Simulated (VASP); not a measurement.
# BaTiO3 in VASP: a series of runs, part 2 of 4

VASP 6.6.1. The steps go on from the part before.

## 3. Relaxation of cell and atoms, PBE+U, target pressure 50 GPa, at which the enthalpy is minimised

This run uses another cell than the first one: it holds 5 atoms, not 10.

Input file INCAR:

```
SYSTEM = BaTiO3
ALGO     = Normal         ! electronic algorithm
EDIFF    = 1E-7           ! SCF threshold, eV
EDIFFG   = -0.008         ! ionic threshold
ENCUT    = 600            ! plane-wave cutoff, eV
GGA      = PE             ! functional
IBRION   = 2              ! ionic algorithm
ISIF     = 3              ! what is computed and relaxed
ISMEAR   = 0              ! smearing method
LASPH    = .True.         ! aspherical terms in the spheres
LCHARG   = .False.        ! write CHGCAR
LDAU     = .True.         ! DFT+U
LDAUJ    = 0 0 0        
LDAUL    = -1 2 -1        ! shell
LDAUPRINT= 1            
LDAUTYPE = 2            
LDAUU    = 0 4 0          ! U, eV
LMAXMIX  = 4              ! l up to which the mixer works
LREAL    = .False.        ! projectors in reciprocal space
LWAVE    = .False.        ! write WAVECAR
NELM     = 150            ! most SCF steps
NSW      = 70             ! ionic steps
PREC     = Accurate       ! precision mode
PSTRESS  = 500.0        
SIGMA    = 0.02           ! smearing width, eV
```

Input file KPOINTS:

```
k-points
0
Gamma
  6 6 6
  0 0 0
```

Input file POSCAR:

```
BaTiO3
1.0
    3.7702744010      0.0000000000      0.0000000000
    0.0000000000      2.6660065333      2.6660250448
    0.0000000000     -2.6660065333      2.6660250448
Ba Ti O
1 1 3
Direct
    0.0000000000     -0.0040165835     -0.0040165835
    0.5000000000      0.4959883294      0.4959883294
    0.5000000000      0.9959753079      0.4959764594
    0.5000000000      0.4959764594      0.9959753079
    0.0000000000      0.4959764867      0.4959764867
```

Potentials or basis: VASP PAW PBE potentials, release 64 (Ba_sv, Ti_sv, O).

Started as:

```console
> cat potpaw_PBE.64/Ba_sv/POTCAR potpaw_PBE.64/Ti_sv/POTCAR potpaw_PBE.64/O/POTCAR > POTCAR
> mpirun -np 1 vasp_std > vasp.out
```

OUTCAR:

```text
SYSTEM = BaTiO3
   EDIFF = 1E-7
   EDIFFG = -0.008
   ENCUT = 600
   GGA = PE
   IBRION = 2
   ISIF = 3
   ISMEAR = 0
   LASPH = .True.
   LREAL = .False.
   NELM = 150
   NSW = 70
   PREC = Accurate
   PSTRESS = 500.0

 ion  position               nearest neighbor table
   1  0.000  0.996  0.996-   3 2.67   4 2.67   3 2.67   4 2.67   5 2.67   5 2.67   5 2.67   4 2.67
                             3 2.67   3 2.67   4 2.67   5 2.67   2 3.27   2 3.27   2 3.27   2 3.27
   2  0.500  0.496  0.496-   3 1.89   4 1.89   5 1.89   5 1.89   3 1.89   4 1.89   1 3.27   1 3.27
                             1 3.27   1 3.27   1 3.27   1 3.27   1 3.27   1 3.27
   3  0.500  0.996  0.496-   2 1.89   2 1.89   1 2.67   1 2.67   1 2.67   1 2.67
   4  0.500  0.496  0.996-   2 1.89   2 1.89   1 2.67   1 2.67   1 2.67   1 2.67
   5  0.000  0.496  0.496-   2 1.89   2 1.89   1 2.67   1 2.67   1 2.67   1 2.67

  LATTYP: Found a simple tetragonal cell.
 ALAT       =     3.7703156864
 C/A-ratio  =     0.9999890499

[... 312 lines left out ...]
  free energy    TOTEN  =       -35.75326320 eV

  energy without entropy =      -35.75326320  energy(sigma->0) =      -35.75326320

 E-fermi :   5.4827     XC(G=0): -12.1343

 val. band max:        5.3196319928   @ k =   0.0000   0.0000   0.0000
 cond. band min:       7.8785252179   @ k =   0.0000   0.0000   0.0000
 fundamental gap:      2.5588932250
 Fermi energy:         5.4826773510

 k-point     1 :       0.0000    0.0000    0.0000
  band No.  band energies     occupation
      1     -51.5906      2.00000
      2     -27.8649      2.00000
      3     -27.8649      2.00000
      4     -27.8649      2.00000
      5     -19.2656      2.00000
      6     -11.9441      2.00000
[... 637 lines left out ...]
     23      10.2588      0.00000
     24      11.6474      0.00000

 [... further k-points ...]

------------------------ aborting loop because EDIFF is reached ----------------------------------------

  FORCE on cell =-STRESS in cart. coord.  units (eV):
  Direction    XX          YY          ZZ          XY          YZ          ZX
  --------------------------------------------------------------------------------------
  -------------------------------------------------------------------------------------
  Total       16.9981233     16.9969693     16.9966160      0.0000000      0.0000000      0.0000000
  in kB      498.9174027    498.8835312    498.8731629      0.0000000      0.0000000      0.0000000
  external PRESSURE =      -1.1086344 kB  Pullay stress =     500.0000000 kB
[... 24 lines left out ...]
  energy  without entropy=      -35.7532631955  energy(sigma->0) =      -35.75326320

  enthalpy is  TOTEN    =       -18.7182558217 eV   P V=       17.0350073738

 reached required accuracy - stopping structural energy minimisation
```

Wall time 3.9 min (1 thread of Oxide Virtual Turin-like, shared host); peak memory 0.2 GiB.

Results:

```
Free energy                                            : -35.7533 eV
Relaxed volume                                         : 10.92 Å³/atom
Relaxed cell                                           : a = 3.793 Å, b = 3.793 Å, c = 3.793 Å, α = 90.00°, β = 90.00°, γ = 90.00°
Space group after relaxing (to 0.05 Å)                 : Pm-3m (No. 221)
Energy change on relaxing (the enthalpy is what falls) : -65.8 meV/atom
Ionic steps                                            : 3
Pressure after relaxing                                : 49.9 GPa
Band gap on the k mesh                                 : 2.56 eV, direct
```

Step by step:
| step | energy change (eV) | largest force (eV/Å) | pressure (GPa) | volume (Å³) |
| --- | --- | --- | --- | --- |
| 1 | 0.0000 | 0.0011 | 56.65 | 53.60 |
| 2 | -0.9963 | 0.0006 | 34.99 | 57.12 |
| 3 | -0.3291 | 0.0005 | 49.89 | 54.59 |

Final structure:
```
CELL_PARAMETERS angstrom
3.79338 0.00000 0.00000
0.00000 2.68233 2.68234
0.00000 -2.68233 2.68234
ATOMIC_POSITIONS crystal
Ba 0.00000 0.99598 0.99598
Ti 0.50000 0.49599 0.49599
O 0.50000 0.99598 0.49598
O 0.50000 0.49598 0.99598
O 0.00000 0.49598 0.49598
```

Eigenvalues of the final occupation matrices:
```
    site  spin  trace               eigenvalues
site 2 d     1   0.90  0.11 0.11 0.11 0.28 0.28
site 2 d     2   0.90  0.11 0.11 0.11 0.28 0.28
```

Caveat: the cell is relaxed towards a set pressure, so the enthalpy falls and the energy may rise; spin-orbit coupling is left out, which moves the levels of the heavy elements. A k mesh can miss the band edges.

## 4. Relaxation of cell and atoms, PBE+U, target pressure 12 GPa, at which the enthalpy is minimised

This run uses another cell than the first one: it holds 5 atoms, not 10.

Input file INCAR:

```
SYSTEM = BaTiO3
PREC     = Accurate       ! precision mode
ENCUT    = 600            ! plane-wave cutoff, eV
EDIFF    = 1E-7           ! SCF threshold, eV
ISMEAR   = 0              ! smearing method
SIGMA    = 0.02           ! smearing width, eV
LREAL    = .False.        ! projectors in reciprocal space
LASPH    = .True.         ! aspherical terms in the spheres
NELM     = 150            ! most SCF steps
ALGO     = Normal         ! electronic algorithm
ISIF     = 3              ! what is computed and relaxed
LWAVE    = .False.        ! write WAVECAR
LCHARG   = .False.        ! write CHGCAR
LMAXMIX  = 4              ! l up to which the mixer works
LDAU     = .True.         ! DFT+U
LDAUTYPE = 2            
LDAUL    = -1 2 -1        ! shell
LDAUU    = 0 4 0          ! U, eV
LDAUJ    = 0 0 0        
LDAUPRINT= 1            
GGA      = PE             ! functional
IBRION   = 2              ! ionic algorithm
NSW      = 70             ! ionic steps
EDIFFG   = -0.008         ! ionic threshold
PSTRESS  = 120.0
```

Input file KPOINTS:

```
Automatic mesh
0
Gamma
  6 6 6
  0 0 0
```

Input file POSCAR:

```
BaTiO3
1.0
    3.9109679674      0.0000000000      0.0000000000
    0.0000000000      2.7764672403      2.7805421978
    0.0000000000     -2.7764672403      2.7805421978
Ba Ti O
1 1 3
Direct
    0.0000000000      0.0001752190      0.0001752190
    0.5000000000      0.5073077325      0.5073077325
    0.5000000000      0.9878069946      0.4924911951
    0.5000000000      0.4924911951      0.9878069946
    0.0000000000      0.4921188588      0.4921188588
```

Started as:

```console
> cat potpaw_PBE.64/Ba_sv/POTCAR potpaw_PBE.64/Ti_sv/POTCAR potpaw_PBE.64/O/POTCAR > POTCAR
> mpirun -np 1 vasp_std > vasp.out
```

Run time: 20 min. Hardware: 1 thread of Oxide Virtual Turin-like, shared host; peak memory 0.24 GiB.

It converged, with:

```yaml
Free_energy: -37.1951 eV
Relaxed_volume: 12.50 Å³/atom
Relaxed_cell: a = 3.968 Å, b = 3.969 Å, c = 3.969 Å, α = 90.00°, β = 90.00°, γ = 90.00°
Space_group_after_relaxing_to_0.05_Å: Pm-3m (No. 221)
Energy_change_on_relaxing_the_enthalpy_is_what_falls: -49.4 meV/atom
Ionic_steps: 13
Pressure_after_relaxing: 12.0 GPa
Largest_force_after_relaxing: 0.004 eV/Å
Band_gap_on_the_k_mesh: 2.28 eV, indirect (least direct gap 2.44 eV)
```

Forces in eV/Å, atoms in the order of the input:
```
Ba   0.000  0.000  0.002
Ti   0.000  0.000  0.003
O    0.000  0.004 -0.001
O    0.000 -0.004 -0.001
O    0.000  0.000 -0.003
```

Step by step:
```
step  energy change (eV)  largest force (eV/Å)  pressure (GPa)  volume (Å³)
   1              0.0000                0.7084           20.75        60.39
   2             -0.3911                0.1591            1.05        66.34
   3             -0.2590                0.2984           11.32        62.84
   4             -0.2553                0.3043           11.48        62.79
   5             -0.2469                0.2029           11.92        62.59
   6             -0.2278                0.1235           12.77        62.29
   7             -0.2642                0.0777           11.21        62.75
   8             -0.2566                0.0822           11.55        62.64
   9             -0.2459                0.0245           12.08        62.48
  10             -0.2455                0.0229           12.09        62.48
  11             -0.2501                0.0093           11.89        62.54
  12             -0.2491                0.0118           11.94        62.53
  13             -0.2470                0.0038           12.03        62.50
```

Final structure:
```
CELL_PARAMETERS angstrom
3.96802 0.00000 0.00000
0.00000 2.80629 2.80623
0.00000 -2.80629 2.80623
ATOMIC_POSITIONS crystal
Ba 0.00000 0.99592 0.99592
Ti 0.50000 0.49587 0.49587
O 0.50000 0.99598 0.49609
O 0.50000 0.49609 0.99598
O 0.00000 0.49603 0.49603
```

Levels at points of the mesh, in eV from the valence-band top:
```tsv
k point	band 16	band 17	band 18	band 19	band 20	band 21	band 22	band 23	band 24
(0.00, 0.00, 0.00)	-1.15	-1.15	-0.16	-0.16	-0.16	2.28	2.28	2.28	4.11
(0.50, 0.00, 0.00)	-2.02	-1.77	-1.77	-0.79	-0.79	2.48	4.06	4.06	4.12
(0.00, 0.50, 0.00)	-2.02	-1.77	-1.77	-0.79	-0.79	2.48	4.06	4.06	4.12
(0.50, 0.50, 0.00)	-2.71	-1.87	-0.87	-0.87	-0.09	4.08	4.08	4.51	4.95
(0.00, 0.50, 0.50)	-2.71	-1.87	-0.87	-0.87	-0.10	4.08	4.08	4.51	4.95
(0.50, 0.50, 0.50)	-2.30	-2.30	0.00	0.00	0.00	4.77	4.77	4.77	6.77
```

Eigenvalues of the final occupation matrices:
| site | spin | trace | eigenvalues |
| --- | --- | --- | --- |
| site 2 d | 1 | 0.80 | 0.11 0.11 0.11 0.24 0.24 |
| site 2 d | 2 | 0.80 | 0.11 0.11 0.11 0.24 0.24 |

Caveat: the cell is relaxed towards a set pressure, so the enthalpy falls and the energy may rise; spin-orbit coupling is left out, which moves the levels of the heavy elements. A k mesh can miss the band edges.

(Part 2 of 4 ends here.)
